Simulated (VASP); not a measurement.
# CdSe (F-43m) in VASP: further runs, part 2 of 2

VASP 6.6.1. Earlier steps stand in the parts before.

**5. Single point, r2SCAN (volume scaled by 1.03)**

The input, POSCAR:

```
CdSe
1.0
    0.0000000000      3.0971537713      3.0971537713
    3.0971537713      0.0000000000      3.0971537713
    3.0971537713      3.0971537713      0.0000000000
Cd Se
1 1
Direct
    0.0000000000      0.0000000000      0.0000000000
    0.7500000000      0.7500000000      0.7500000000
```

The input, INCAR.step1:

```
SYSTEM = CdSe
ALGO     = Normal         ! electronic algorithm
EDIFF    = 1E-4           ! SCF threshold, eV
ENCUT    = 520            ! plane-wave cutoff, eV
GGA      = PE             ! functional
ISMEAR   = 0              ! smearing method
LASPH    = .TRUE.         ! aspherical terms in the spheres
LCHARG   = .FALSE.        ! write CHGCAR
LREAL    = .FALSE.        ! projectors in reciprocal space
LWAVE    = .TRUE.         ! write WAVECAR
NBANDS   = 16             ! bands
NELM     = 60             ! most SCF steps
PREC     = Accurate       ! precision mode
SIGMA    = 0.02           ! smearing width, eV
```

The input, INCAR.step2:

```
SYSTEM = CdSe
ALGO     = Normal         ! electronic algorithm
EDIFF    = 1E-7           ! SCF threshold, eV
ENCUT    = 520            ! plane-wave cutoff, eV
ISIF     = 2              ! what is computed and relaxed
ISMEAR   = 0              ! smearing method
ISTART   = 1            
LASPH    = .TRUE.         ! aspherical terms in the spheres
LCHARG   = .FALSE.        ! write CHGCAR
LMIXTAU  = .TRUE.       
LREAL    = .FALSE.        ! projectors in reciprocal space
LWAVE    = .FALSE.        ! write WAVECAR
METAGGA  = R2SCAN         ! meta-GGA
NBANDS   = 16             ! bands
NELM     = 60             ! most SCF steps
PREC     = Accurate       ! precision mode
SIGMA    = 0.02           ! smearing width, eV
```

The input, KPOINTS:

```
k-points
0
G
  8 8 8
  0 0 0
```

Potentials or basis: VASP PAW PBE potentials, release 64 (Cd, Se).

Run with:

```bash
cat potpaw_PBE.64/Cd/POTCAR potpaw_PBE.64/Se/POTCAR > POTCAR
cp INCAR.step1 INCAR
mpirun -np 1 vasp_std > vasp.out
cp INCAR.step2 INCAR
mpirun -np 1 vasp_std > vasp.out
```

OUTCAR:

```text
SYSTEM = CdSe
   EDIFF = 1E-7
   ENCUT = 520
   ISIF = 2
   ISMEAR = 0
   ISTART = 1
   LASPH = .TRUE.
   LREAL = .FALSE.
   METAGGA = R2SCAN
   NELM = 60
   PREC = Accurate

 ion  position               nearest neighbor table
   1  0.000  0.000  0.000-   2 2.68   2 2.68   2 2.68   2 2.68
   2  0.750  0.750  0.750-   1 2.68   1 2.68   1 2.68   1 2.68

  LATTYP: Found a face centered cubic cell.
 ALAT       =     6.1943075426

  Lattice vectors:

[... 643 lines left out ...]

------------------------ aborting loop because EDIFF is reached ----------------------------------------

  FORCE on cell =-STRESS in cart. coord.  units (eV):
  Direction    XX          YY          ZZ          XY          YZ          ZX
  --------------------------------------------------------------------------------------
  -------------------------------------------------------------------------------------
  Total       -0.4511577     -0.4511577     -0.4511577     -0.0000000      0.0000000     -0.0000000
  in kB      -12.1652403    -12.1652403    -12.1652403     -0.0000000      0.0000000     -0.0000000
  external PRESSURE =     -12.1652403 kB  Pullay stress =       0.0000000 kB

 VOLUME and BASIS-vectors are now :
 -----------------------------------------------------------------------------
  energy-cutoff  :      520.00
  volume of cell :       59.42
      direct lattice vectors                 reciprocal lattice vectors
     0.000000000  3.097153771  3.097153771    -0.161438545  0.161438545  0.161438545
     3.097153771  0.000000000  3.097153771     0.161438545 -0.161438545  0.161438545
     3.097153771  3.097153771  0.000000000     0.161438545  0.161438545 -0.161438545

 POSITION                                       TOTAL-FORCE (eV/Angst)
 -----------------------------------------------------------------------------------
      0.00000      0.00000      0.00000        -0.000000      0.000000      0.000000
      4.64573      4.64573      4.64573         0.000000     -0.000000     -0.000000
 -----------------------------------------------------------------------------------
    total drift:                                0.000000      0.000000      0.000000

  FREE ENERGIE OF THE ION-ELECTRON SYSTEM (eV)
  ---------------------------------------------------
  free  energy   TOTEN  =       -35.9103256537 eV

  energy  without entropy=      -35.9103256537  energy(sigma->0) =      -35.91032565
```

OSZICAR.step1:

```text
N       E                     dE             d eps       ncg     rms          rms(c)
DAV:   1     0.100990895921E+03    0.10099E+03   -0.87931E+03   960   0.100E+03
DAV:   2    -0.193685413632E+01   -0.10293E+03   -0.97621E+02  1128   0.242E+02
DAV:   3    -0.586501307517E+01   -0.39282E+01   -0.39221E+01  1080   0.482E+01
DAV:   4    -0.588339951830E+01   -0.18386E-01   -0.18386E-01  1176   0.320E+00
DAV:   5    -0.588352488378E+01   -0.12537E-03   -0.12536E-03  1104   0.233E-01    0.554E+00
DAV:   6    -0.551858542804E+01    0.36494E+00   -0.55782E-01  1344   0.853E+00    0.447E+00
DAV:   7    -0.549795382136E+01    0.20632E-01   -0.13712E-01  1056   0.244E+00    0.197E+00
DAV:   8    -0.549884981257E+01   -0.89599E-03   -0.12283E-02  1072   0.132E+00    0.240E-01
DAV:   9    -0.549906854526E+01   -0.21873E-03   -0.13710E-03  1120   0.456E-01    0.486E-02
DAV:  10    -0.549913664701E+01   -0.68102E-04   -0.14762E-04   976   0.150E-01
   1 F= -.54991366E+01 E0= -.54991366E+01  d E =-.262911E-12
```

Run time: 1.8 min. Hardware: 1 thread of AMD EPYC 9R45 (Zen 5), shared host; peak memory 0.2 GiB.

Results:

```yaml
Free_energy: -35.9103 eV
Pressure: -1.2 GPa
Band_gap_on_the_k_mesh: 0.96 eV, direct
```

Caveat: the PAW data sets were made with another functional, which shifts forces and pressure a little.

**6. Single point, r2SCAN (volume scaled by 1.10)**

The input, POSCAR:

```
CdSe
1.0
    0.0000000000      3.1657838198      3.1657838198
    3.1657838198      0.0000000000      3.1657838198
    3.1657838198      3.1657838198      0.0000000000
Cd Se
1 1
Direct
    0.0000000000      0.0000000000      0.0000000000
    0.7500000000      0.7500000000      0.7500000000
```

The input, INCAR.step1:

```
ALGO = Normal
EDIFF = 1E-4
ENCUT = 520
GGA = PE
ISMEAR = 0
LASPH = True
LCHARG = False
LREAL = False
LWAVE = True
NBANDS = 16
NELM = 80
PREC = Accurate
SIGMA = 0.02
```

The input, INCAR.step2:

```
ALGO = Normal
EDIFF = 1E-7
ENCUT = 520
ISIF = 2
ISMEAR = 0
ISTART = 1
LASPH = True
LCHARG = True
LELF = True
LMIXTAU = True
LREAL = False
LVHAR = True
LWAVE = False
METAGGA = R2SCAN
NBANDS = 16
NELM = 80
PREC = Accurate
SIGMA = 0.02
```

The input, KPOINTS:

```
k-points
0
Gamma
  8 8 8
```

Potentials or basis: VASP PAW PBE potentials, release 64 (Cd, Se).

Run with:

```bash
cat potpaw_PBE.64/Cd/POTCAR potpaw_PBE.64/Se/POTCAR > POTCAR
cp INCAR.step1 INCAR
mpirun -np 1 vasp_std > vasp.out
cp INCAR.step2 INCAR
mpirun -np 1 vasp_std > vasp.out
```

It took 2.1 min on 1 thread of AMD EPYC 9R45 (Zen 5), shared host; peak memory 0.2 GiB.

It converged, with:

- Free energy: -35.8452 eV
- Pressure: -3.8 GPa
- Band gap on the k mesh: 0.81 eV, direct

Levels at points of the mesh, in eV from the valence-band top:
```csv
k point,band 7,band 8,band 9,band 10,band 11,band 12
"(0.00, 0.00, 0.00)",0.00,0.00,0.00,0.81,6.44,6.44
"(0.50, 0.00, 0.00)",-3.76,-0.60,-0.60,2.67,6.87,6.87
"(0.50, 0.50, 0.00)",-3.55,-1.50,-1.50,3.64,3.98,9.09
```

Caveat: the PAW data sets were made with another functional, which shifts forces and pressure a little.

**7. The runs side by side**

| cell | gap on the mesh (eV) | pressure (GPa) |
| --- | --- | --- |
| a = 4.249 Å, angles 60.0°, 2 atoms | 1.17 | 4.0 |
| a = 4.293 Å, angles 60.0°, 2 atoms | 1.10 | 2.0 |
| a = 4.342 Å, angles 60.0°, 2 atoms | 1.02 | 0.1 |
| a = 4.380 Å, angles 60.0°, 2 atoms | 0.96 | -1.2 |
| a = 4.477 Å, angles 60.0°, 2 atoms | 0.81 | -3.8 |

Alike in all rows: task single point; level r2SCAN; potentials or basis VASP PAW PBE potentials, release 64 (Cd, Se); no spin polarisation; k mesh 8 × 8 × 8; cutoff (eV) 520; smearing gaussian 0.02 eV.

Caveats: the PAW data sets were made with another functional, which shifts forces and pressure a little.

Absolute energies hang on the potentials; compare differences alone.
